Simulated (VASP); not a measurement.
# BeS (F-43m) in VASP: single point with r2SCAN

Aim: the single point of BeS with r2SCAN.

Program: VASP 6.6.1. These are calculated values, not measurements. Logs are shortened: lines on timing, memory, paths and dates and some standing lists are left out, and cuts for length are marked.

**1. The cell of the first run**

It takes space group F-43m (No. 216, cubic). The conventional cell has a = 4.850 Å, b = 4.850 Å, c = 4.850 Å, α = 90.00°, β = 90.00°, γ = 90.00°. Within 2.8 Å of Be (site symmetry -43m) lie 4 S at 2.10 Å. S (site symmetry -43m) has 4 Be at 2.10 Å within 2.8 Å.

**2. Single point, r2SCAN**

Input file POSCAR:

```
BeS
1.0
    0.0000000000      2.4250000000      2.4250000000
    2.4250000000      0.0000000000      2.4250000000
    2.4250000000      2.4250000000      0.0000000000
Be S
1 1
Direct
    0.0000000000      0.0000000000      0.0000000000
    0.7500000000      0.7500000000      0.7500000000
```

Input file INCAR.step1:

```
PREC = Accurate
ENCUT = 660
ISMEAR = 0
SIGMA = 0.1
LREAL = False
LASPH = True
NELM = 120
NBANDS = 11
GGA = PE
ALGO = Normal
EDIFF = 1E-5
LWAVE = True
LCHARG = False
GGA_COMPAT = False
```

Input file INCAR.step2:

```
PREC = Accurate
ENCUT = 660
EDIFF = 1E-6
ISMEAR = 0
SIGMA = 0.1
LREAL = False
LASPH = True
NELM = 120
ALGO = Normal
ISIF = 2
LWAVE = False
LCHARG = True
METAGGA = R2SCAN
LMIXTAU = True
LELF = True
LVHAR = True
NBANDS = 11
ISTART = 1
GGA_COMPAT = False
```

Input file KPOINTS:

```
regular mesh
0
Gamma
  6 6 6
```

Potentials or basis: VASP PAW PBE potentials, release 64 (Be, S).

Run with:

```console
cat potpaw_PBE.64/Be/POTCAR potpaw_PBE.64/S/POTCAR > POTCAR
cp INCAR.step1 INCAR
mpirun -np 1 vasp_std > vasp.out
cp INCAR.step2 INCAR
mpirun -np 1 vasp_std > vasp.out
```

OUTCAR:

```text
PREC = Accurate
   ENCUT = 660
   EDIFF = 1E-6
   ISMEAR = 0
   LREAL = False
   LASPH = True
   NELM = 120
   ISIF = 2
   METAGGA = R2SCAN
   ISTART = 1

 ion  position               nearest neighbor table
   1  0.000  0.000  0.000-   2 2.10   2 2.10   2 2.10   2 2.10
   2  0.750  0.750  0.750-   1 2.10   1 2.10   1 2.10   1 2.10

  LATTYP: Found a face centered cubic cell.
 ALAT       =     4.8500000000

  Lattice vectors:

 A1 = (   0.0000000000,   2.4250000000,   2.4250000000)
 A2 = (   2.4250000000,   0.0000000000,   2.4250000000)
 A3 = (   2.4250000000,   2.4250000000,   0.0000000000)

Analysis of symmetry for initial positions (statically):
=====================================================================
 Subroutine PRICEL returns:
 Original cell was already a primitive cell.

 Routine SETGRP: Setting up the symmetry group for a
 face centered cubic supercell.

 Subroutine GETGRP returns: Found 24 space group operations
 (whereof 24 operations were pure point group operations)
 out of a pool of 48 trial point group operations.

The static configuration has the point symmetry T_d .

Analysis of symmetry for dynamics (positions and initial velocities):
=====================================================================
 Subroutine PRICEL returns:
 Original cell was already a primitive cell.

 Routine SETGRP: Setting up the symmetry group for a
 face centered cubic supercell.

 Subroutine GETGRP returns: Found 24 space group operations
 (whereof 24 operations were pure point group operations)
 out of a pool of 48 trial point group operations.

The dynamic configuration has the point symmetry T_d .

 Subroutine INISYM returns: Found 24 space group operations
 (whereof 24 operations are pure point group operations),
 and found     1 'primitive' translations

----------------------------------------------------------------------------------------

                                     Primitive cell

  volume of cell :      28.5210

  direct lattice vectors                    reciprocal lattice vectors
     0.000000000  2.425000000  2.425000000    -0.206185567  0.206185567  0.206185567
     2.425000000  0.000000000  2.425000000     0.206185567 -0.206185567  0.206185567
     2.425000000  2.425000000  0.000000000     0.206185567  0.206185567 -0.206185567

  length of vectors
     3.429467889  3.429467889  3.429467889     0.357123878  0.357123878  0.357123878

  position of ions in fractional coordinates (direct lattice)
     0.000000000  0.000000000  0.000000000
     0.750000000  0.750000000  0.750000000

  ion indices of the primitive-cell ions
   primitive index   ion index
                 1           1
                 2           2

----------------------------------------------------------------------------------------

 KPOINTS: regular mesh

Automatic generation of k-mesh.
 Grid dimensions read from file:
 generate k-points for:    6    6    6

 Generating k-lattice:

  Cartesian coordinates                     Fractional coordinates (reciprocal lattice)
    -0.034364261  0.034364261  0.034364261     0.166666667  0.000000000  0.000000000
     0.034364261 -0.034364261  0.034364261     0.000000000  0.166666667  0.000000000
     0.034364261  0.034364261 -0.034364261     0.000000000  0.000000000  0.166666667

  Length of vectors
     0.059520646  0.059520646  0.059520646

  Shift w.r.t. Gamma in fractional coordinates (k-lattice)
     0.000000000  0.000000000  0.000000000

 Subroutine IBZKPT returns following result:
 ===========================================

 Found     16 irreducible k-points:

 Following reciprocal coordinates:
            Coordinates               Weight
  0.000000  0.000000  0.000000      1.000000
  0.166667  0.000000  0.000000      8.000000
  0.333333  0.000000  0.000000      8.000000
  0.500000  0.000000  0.000000      4.000000
  0.166667  0.166667  0.000000      6.000000
  0.333333  0.166667  0.000000     24.000000
[... 8 lines left out ...]
 -0.333333  0.333333  0.166667     24.000000
 -0.333333  0.500000  0.166667     12.000000
   k-points           NKPTS =     16   k-points in BZ     NKDIM =     16   number of bands    NBANDS=     11
   number of dos      NEDOS =    301   number of ions     NIONS =      2
   total plane-waves  NPLWV =  27000
   dimension x,y,z NGX =    30 NGY =   30 NGZ =   30
   dimension x,y,z NGXF=    60 NGYF=   60 NGZF=   60
   ions per type =               1   1
   NGX,Y,Z   is equivalent  to a cutoff of  14.54, 14.54, 14.54 a.u.
   NGXF,Y,Z  is equivalent  to a cutoff of  29.09, 29.09, 29.09 a.u.
 SYSTEM =  unknown system
   PREC   = accura    normal or accurate (medium, high low for compatibility)
   ISTART =      1    job   : 0-new  1-cont  2-samecut
   ICHARG =      0    charge: 1-file 2-atom 10-const
   ISPIN  =      1    spin polarized calculation?
   LNONCOLLINEAR =      F non collinear calculations
   LSORBIT =      F    spin-orbit coupling
   LASPH  =      T    aspherical Exc in radial PAW
   ENCUT  =  660.0 eV  48.51 Ry    6.96 a.u.   7.18  7.18  7.18*2*pi/ulx,y,z
   NELM   =    120;   NELMIN=  2; NELMDL=  0     # of ELM steps
   EDIFF  = 0.1E-05   stopping-criterion for ELM
   LREAL  =      F    real-space projection
   EDIFFG = 0.1E-04   stopping-criterion for IOM
   NSW    =      0    number of steps for IOM
   IBRION =     -1    ionic relax: 0-MD 1-quasi-New 2-CG
   NFREE  =      0    steps in history (QN), initial steepest desc. (CG)
   ISIF   =      2    stress and relaxation
   ISYM   =      2    0-nonsym 1-usesym 2-fastsym
   POTIM  = 0.5000    time-step for ionic-motion
   TEBEG  =    0.0;   TEEND  =   0.0 temperature during run
   PSTRESS=    0.0 pullay stress
   NELECT =       8.0000    total number of electrons
   NUPDOWN=      -1.0000    fix difference up-down
   EMIN   =  10.00;   EMAX   =-10.00  energy-range for DOS
   EFERMI =   0.00;   METHOD = LEGACY
   ISMEAR =     0;   SIGMA  =   0.10  broadening in eV -4-tet -1-fermi 0-gaus
   EFERMI_NEDOS =   21; number of points for ismear=-14 and -15
   IALGO  =     38    algorithm
   IMIX   =      4    mixing-type and parameters
     AMIX     =   0.40;   BMIX     =  1.00
     AMIX_MAG =   1.60;   BMIX_MAG =  1.00
  volume/ion in A,a.u.               =      14.26        96.23
  Fermi-wavevector in a.u.,A,eV,Ry     =   1.071642  2.025110 15.625158  1.148417
  Thomas-Fermi vector in A             =   2.207388
   LORBIT       =      0    0 simple, 1 ext, 2 COOP (PROOUT), +10 PAW based schemes
   METAGGA = R2SCAN    functional components
   LHFCALC =     F    Hartree Fock is set to
   AEXX    =    0.0000 exact exchange contribution
   IVDW    =     0    specifies the selected vdW correction
   LEPSILON=     F    determine dielectric tensor
   LRPA    =     F    only Hartree local field effects (RPA)
 non-spin polarized calculation
 Gauss-broadening in eV      SIGMA  =   0.10
  energy-cutoff  :      660.00
  volume of cell :       28.52
 maximum number of plane-waves:      1113
 NGX is ok and might be reduce to    30
   NGX = 15   NGY = 15   NGZ = 15

 number of electron       8.0000001 magnetization

 Free energy of the ion-electron system (eV)
  ---------------------------------------------------
  ext. energy  EPLUGINS =         0.00000000
  ---------------------------------------------------
  free energy    TOTEN  =       -14.78308099 eV

  energy without entropy =      -14.78308099  energy(sigma->0) =      -14.78308099

 E-fermi :   4.4691     XC(G=0): -10.1826

 val. band max:        3.9689793017   @ k =   0.0000   0.0000   0.0000
 cond. band min:       7.5409306724   @ k =   0.5000   0.5000   0.0000
 fundamental gap:      3.5719513707
 Fermi energy:         4.4691000848

 k-point     1 :       0.0000    0.0000    0.0000
  band No.  band energies     occupation
      1     -10.3277      2.00000
      2       3.9690      2.00000
      3       3.9690      2.00000
      4       3.9690      2.00000
      5      10.2255      0.00000
      6      10.2255      0.00000
      7      10.2255      0.00000
      8      10.6570      0.00000
      9      17.3915      0.00000
     10      17.3915      0.00000
     11      19.8755      0.00000

 k-point     2 :       0.1667    0.0000    0.0000
  band No.  band energies     occupation
      1     -10.0031      2.00000
      2       2.0510      2.00000
      3       3.6388      2.00000
      4       3.6388      2.00000
      5      10.2080      0.00000
      6      10.8143      0.00000
      7      10.8143      0.00000
      8      12.6119      0.00000
      9      16.4831      0.00000
     10      16.4831      0.00000
     11      19.5551      0.00000

 k-point     3 :       0.3333    0.0000    0.0000
  band No.  band energies     occupation
      1      -9.1949      2.00000
      2      -0.7151      2.00000
      3       3.1227      2.00000
      4       3.1227      2.00000
      5      10.1186      0.00000
      6      11.2309      0.00000
      7      11.2309      0.00000
      8      15.2336      0.00000
      9      17.3026      0.00000
     10      17.3026      0.00000
     11      19.2271      0.00000

 k-point     4 :       0.5000    0.0000    0.0000
  band No.  band energies     occupation
      1      -8.6499      2.00000
      2      -1.9909      2.00000
      3       2.9110      2.00000
      4       2.9110      2.00000
      5      10.0698      0.00000
      6      11.1080      0.00000
      7      11.1080      0.00000
      8      16.0314      0.00000
      9      19.6981      0.00000
     10      19.6981      0.00000
     11      20.2707      0.00000
[... 127 lines left out ...]
 k-point    14 :       0.5000    0.3333    0.1667
  band No.  band energies     occupation
      1      -8.5971      2.00000
      2      -0.5394      2.00000
      3       0.8978      2.00000
      4       2.0193      2.00000
      5      10.2900      0.00000
      6      11.5639      0.00000
      7      12.4831      0.00000
      8      15.1053      0.00000
      9      17.4241      0.00000
     10      19.6255      0.00000
     11      21.7383      0.00000

 k-point    15 :      -0.3333    0.3333    0.1667
  band No.  band energies     occupation
      1      -8.1996      2.00000
      2      -1.0380      2.00000
      3       0.4285      2.00000
      4       1.5319      2.00000
      5      10.6643      0.00000
      6      11.6558      0.00000
      7      14.1560      0.00000
      8      15.0367      0.00000
      9      16.0573      0.00000
     10      20.4616      0.00000
     11      21.4398      0.00000

 k-point    16 :      -0.3333    0.5000    0.1667
  band No.  band energies     occupation
      1      -8.0372      2.00000
      2      -0.7836      2.00000
      3       0.4531      2.00000
      4       0.7142      2.00000
      5       9.6221      0.00000
      6      11.1887      0.00000
      7      14.8597      0.00000
      8      15.2441      0.00000
      9      19.3042      0.00000
     10      19.6706      0.00000
     11      21.9947      0.00000

------------------------ aborting loop because EDIFF is reached ----------------------------------------

  FORCE on cell =-STRESS in cart. coord.  units (eV):
  Direction    XX          YY          ZZ          XY          YZ          ZX
  --------------------------------------------------------------------------------------
  -------------------------------------------------------------------------------------
  Total        0.2647920      0.2647920      0.2647920     -0.0000000      0.0000000      0.0000000
  in kB       14.8747705     14.8747705     14.8747705     -0.0000000      0.0000000      0.0000000
  external PRESSURE =      14.8747705 kB  Pullay stress =       0.0000000 kB

 VOLUME and BASIS-vectors are now :
 -----------------------------------------------------------------------------
  energy-cutoff  :      660.00
  volume of cell :       28.52
      direct lattice vectors                 reciprocal lattice vectors
     0.000000000  2.425000000  2.425000000    -0.206185567  0.206185567  0.206185567
     2.425000000  0.000000000  2.425000000     0.206185567 -0.206185567  0.206185567
     2.425000000  2.425000000  0.000000000     0.206185567  0.206185567 -0.206185567

 POSITION                                       TOTAL-FORCE (eV/Angst)
 -----------------------------------------------------------------------------------
      0.00000      0.00000      0.00000        -0.000000      0.000000     -0.000000
      3.63750      3.63750      3.63750         0.000000     -0.000000      0.000000
 -----------------------------------------------------------------------------------
    total drift:                               -0.000000     -0.000000     -0.000000

  FREE ENERGIE OF THE ION-ELECTRON SYSTEM (eV)
  ---------------------------------------------------
  free  energy   TOTEN  =       -14.7830809884 eV

  energy  without entropy=      -14.7830809884  energy(sigma->0) =      -14.78308099
```

Wall time 86 s (1 thread of AMD EPYC 7R13, shared host); peak memory 0.13 GiB.

Results:

```
Free energy            : -14.7831 eV
Pressure               : 1.5 GPa
Band gap on the k mesh : 3.57 eV, indirect (least direct gap 6.26 eV)
```

Caveat: the PAW data sets were made with another functional, which shifts forces and pressure a little.
